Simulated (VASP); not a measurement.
# BN (P6_3/mmc) in VASP: further runs, part 4 of 4

VASP 6.6.1. Earlier steps stand in the parts before.

**6. Single point, PBEsol (volume 10.005 Å^3 an atom, c/a of the conventional cell 2.5510)**

The input, INCAR:

```
SYSTEM = BN
ALGO = Normal ; EDIFF = 1E-6
ENCUT = 520 ; GGA = PS
ISIF = 2 ; ISMEAR = 0
LASPH = .TRUE. ; LCHARG = .TRUE.
LELF = .TRUE. ; LREAL = .FALSE.
LVHAR = .TRUE. ; LWAVE = .FALSE.
NBANDS = 16 ; NELM = 100
PREC = Accurate ; SIGMA = 0.05
```

The input, KPOINTS:

```
k-points
0
G
  12 12 4
  0 0 0
```

The input, POSCAR:

```
BN
1.0
    2.6263060331      0.0000000000      0.0000000000
   -1.3131530166      2.2744477428      0.0000000000
    0.0000000000      0.0000000000      6.6997066905
B N
2 2
Direct
    0.3333333333      0.6666666667      0.2500000000
    0.6666666667      0.3333333333      0.7500000000
    0.3333333333      0.6666666667      0.7500000000
    0.6666666667      0.3333333333      0.2500000000
```

Potentials or basis: VASP PAW PBE potentials, release 64 (B, N).

On the command line:

```
cat potpaw_PBE.64/B/POTCAR potpaw_PBE.64/N/POTCAR > POTCAR
mpirun -np 1 vasp_std > vasp.out
```

OUTCAR:

```text
SYSTEM = BN
   EDIFF = 1E-6
   ENCUT = 520
   GGA = PS
   ISIF = 2
   ISMEAR = 0
   LASPH = .TRUE.
   LREAL = .FALSE.
   NELM = 100
   PREC = Accurate

 ion  position               nearest neighbor table
   1  0.333  0.667  0.250-   4 1.52   4 1.52   4 1.52
   2  0.667  0.333  0.750-   3 1.52   3 1.52   3 1.52
   3  0.333  0.667  0.750-   2 1.52   2 1.52   2 1.52
   4  0.667  0.333  0.250-   1 1.52   1 1.52   1 1.52

  LATTYP: Found a hexagonal cell.
 ALAT       =     2.6263060331
 C/A-ratio  =     2.5510000000

  Lattice vectors:

 A1 = (   2.6263060331,   0.0000000000,   0.0000000000)
 A2 = (  -1.3131530166,   2.2744477428,   0.0000000000)
 A3 = (   0.0000000000,   0.0000000000,   6.6997066905)

Analysis of symmetry for initial positions (statically):
=====================================================================
 Subroutine PRICEL returns:
 Original cell was already a primitive cell.

 Routine SETGRP: Setting up the symmetry group for a
 hexagonal supercell.

 Subroutine GETGRP returns: Found 24 space group operations
 (whereof 12 operations were pure point group operations)
 out of a pool of 24 trial point group operations.

The static configuration has the point symmetry D_3d.
 The point group associated with its full space group is D_6h.

Analysis of symmetry for dynamics (positions and initial velocities):
=====================================================================
 Subroutine PRICEL returns:
 Original cell was already a primitive cell.

 Routine SETGRP: Setting up the symmetry group for a
 hexagonal supercell.

 Subroutine GETGRP returns: Found 24 space group operations
 (whereof 12 operations were pure point group operations)
 out of a pool of 24 trial point group operations.

The dynamic configuration has the point symmetry D_3d.
 The point group associated with its full space group is D_6h.

 Subroutine INISYM returns: Found 24 space group operations
[... 123 lines left out ...]
  Fermi-wavevector in a.u.,A,eV,Ry     =   1.206024  2.279054 19.789577  1.454493
  Thomas-Fermi vector in A             =   2.341703
   LORBIT       =      0    0 simple, 1 ext, 2 COOP (PROOUT), +10 PAW based schemes
   GGA     = PS    functional components
   LHFCALC =     F    Hartree Fock is set to
   AEXX    =    0.0000 exact exchange contribution
   IVDW    =     0    specifies the selected vdW correction
   LEPSILON=     F    determine dielectric tensor
   LRPA    =     F    only Hartree local field effects (RPA)
 non-spin polarized calculation
 Gauss-broadening in eV      SIGMA  =   0.05
  energy-cutoff  :      520.00
  volume of cell :       40.02
 maximum number of plane-waves:      1110
 NGX is ok and might be reduce to    20
   NGX =  9   NGY =  9   NGZ = 25

 number of electron      15.9999997 magnetization

 Free energy of the ion-electron system (eV)
  ---------------------------------------------------
  ext. energy  EPLUGINS =         0.00000000
  ---------------------------------------------------
  free energy    TOTEN  =       -36.07168489 eV

  energy without entropy =      -36.07168489  energy(sigma->0) =      -36.07168489

 E-fermi :   1.8239     XC(G=0):  -9.9524

 val. band max:        1.5658253612   @ k =   0.3333   0.2500   0.0000
 cond. band min:       5.4875487729   @ k =   0.5000   0.0000   0.0000
 fundamental gap:      3.9217234117
 Fermi energy:         1.8238987577

 k-point     1 :       0.0000    0.0000    0.0000
  band No.  band energies     occupation
      1     -15.3950      2.00000
      2     -15.0979      2.00000
      3      -4.0509      2.00000
      4      -1.8687      2.00000
      5       0.0879      2.00000
      6       0.0879      2.00000
[... 433 lines left out ...]
      3      -5.0479      2.00000
      4      -4.9838      2.00000
      5      -1.8819      2.00000
      6      -1.8308      2.00000
[... 8 lines left out ...]
     15      16.7370      0.00000
     16      17.9738      0.00000

 [... further k-points ...]

------------------------ aborting loop because EDIFF is reached ----------------------------------------

  FORCE on cell =-STRESS in cart. coord.  units (eV):
  Direction    XX          YY          ZZ          XY          YZ          ZX
  --------------------------------------------------------------------------------------
  -------------------------------------------------------------------------------------
  Total      -10.2161340    -10.2161340      0.0740630      0.0000000      0.0000000     -0.0000000
  in kB     -408.9969606   -408.9969606      2.9650677      0.0000000      0.0000000     -0.0000000
  external PRESSURE =    -271.6762845 kB  Pullay stress =       0.0000000 kB

 VOLUME and BASIS-vectors are now :
 -----------------------------------------------------------------------------
  energy-cutoff  :      520.00
  volume of cell :       40.02
      direct lattice vectors                 reciprocal lattice vectors
     2.626306033  0.000000000  0.000000000     0.380762938  0.219833584  0.000000000
    -1.313153017  2.274447743  0.000000000     0.000000000  0.439667169  0.000000000
     0.000000000  0.000000000  6.699706691     0.000000000  0.000000000  0.149260266

 POSITION                                       TOTAL-FORCE (eV/Angst)
 -----------------------------------------------------------------------------------
     -0.00000      1.51630      1.67493        -0.000000      0.000000      0.000000
      1.31315      0.75815      5.02478         0.000000     -0.000000      0.000000
     -0.00000      1.51630      5.02478        -0.000000      0.000000      0.000000
      1.31315      0.75815      1.67493         0.000000     -0.000000      0.000000
 -----------------------------------------------------------------------------------
    total drift:                               -0.000000      0.000000      0.000000

  FREE ENERGIE OF THE ION-ELECTRON SYSTEM (eV)
  ---------------------------------------------------
  free  energy   TOTEN  =       -36.0716848861 eV

  energy  without entropy=      -36.0716848861  energy(sigma->0) =      -36.07168489
```

OSZICAR:

```text
N       E                     dE             d eps       ncg     rms          rms(c)
DAV:   1     0.465254632931E+02    0.46525E+02   -0.77118E+03  1824   0.908E+02
DAV:   2    -0.352275422919E+02   -0.81753E+02   -0.73533E+02  2576   0.211E+02
DAV:   3    -0.386746785923E+02   -0.34471E+01   -0.34321E+01  2376   0.429E+01
DAV:   4    -0.386987909860E+02   -0.24112E-01   -0.24108E-01  2264   0.396E+00
DAV:   5    -0.386990281209E+02   -0.23713E-03   -0.23713E-03  2368   0.378E-01    0.984E+00
DAV:   6    -0.362930184264E+02    0.24060E+01   -0.44071E+00  2336   0.158E+01    0.437E+00
DAV:   7    -0.361393396651E+02    0.15368E+00   -0.34857E-01  2424   0.447E+00    0.283E+00
DAV:   8    -0.360761878647E+02    0.63152E-01   -0.18233E-01  2416   0.274E+00    0.484E-01
DAV:   9    -0.360710634596E+02    0.51244E-02   -0.12285E-02  2144   0.893E-01    0.143E-01
DAV:  10    -0.360716056359E+02   -0.54218E-03   -0.11324E-03  2160   0.243E-01    0.301E-02
DAV:  11    -0.360716825454E+02   -0.76910E-04   -0.64039E-05  2312   0.605E-02    0.151E-02
DAV:  12    -0.360716846946E+02   -0.21492E-05   -0.13496E-05  2072   0.251E-02    0.171E-03
DAV:  13    -0.360716848861E+02   -0.19145E-06   -0.28358E-07  1840   0.416E-03
   1 F= -.36071685E+02 E0= -.36071685E+02  d E =-.158319E-14
```

It took 16 s on 1 thread of AMD EPYC 9R45 (Zen 5), shared host; peak memory 0.13 GiB.

What came out:

```
Free energy            : -36.0717 eV
Pressure               : -27.2 GPa
Band gap on the k mesh : 3.92 eV, indirect (least direct gap 4.22 eV)
```

Levels at points of the mesh, in eV from the valence-band top:
```tsv
k point	band 4	band 5	band 6	band 7	band 8	band 9	band 10	band 11	band 12	band 13
(0.00, 0.00, 0.00)	-3.43	-1.48	-1.48	-1.43	-1.43	4.87	9.48	9.81	10.33	10.33
(0.50, 0.00, 0.00)	-8.31	-3.95	-3.87	-1.37	-0.33	3.92	5.22	8.14	8.38	11.86
(0.00, 0.00, 0.50)	-4.66	-1.46	-1.46	-1.46	-1.46	7.01	7.01	10.39	10.39	10.39
(0.50, 0.00, 0.50)	-8.36	-3.91	-3.91	-0.82	-0.82	4.34	4.34	8.40	8.40	12.57
```

Caveat: the PAW data sets were made with another functional, which shifts forces and pressure a little; this functional lacks dispersion, which binds the layers, so the pressure and a relaxed spacing across them are unreliable. A k mesh can miss the band edges.

**7. Overview**

| cell | gap on the mesh (eV) | pressure (GPa) |
| --- | --- | --- |
| a = 2.444, b = 2.444, c = 7.382 Å, angles 90.0, 90.0, 120.0°, 4 atoms | 4.47 | 17.7 |
| a = 2.606, b = 2.606, c = 6.491 Å, angles 90.0, 90.0, 120.0°, 4 atoms | 3.90 | -24.0 |
| a = 2.405, b = 2.405, c = 7.623 Å, angles 90.0, 90.0, 120.0°, 4 atoms | 4.38 | 30.4 |
| a = 2.524, b = 2.524, c = 6.922 Å, angles 90.0, 90.0, 120.0°, 4 atoms | 4.20 | -4.9 |
| a = 2.626, b = 2.626, c = 6.700 Å, angles 90.0, 90.0, 120.0°, 4 atoms | 3.92 | -27.2 |

Alike in all rows: task single point; level PBEsol; potentials or basis VASP PAW PBE potentials, release 64 (B, N); no spin polarisation; k mesh 12 × 12 × 4; cutoff (eV) 520; smearing gaussian 0.05 eV.

Caveats: the PAW data sets were made with another functional, which shifts forces and pressure a little; this functional lacks dispersion, which binds the layers, so the pressure and a relaxed spacing across them are unreliable.

Total energies depend on the potentials used, so only differences within one code and one set of settings carry meaning.
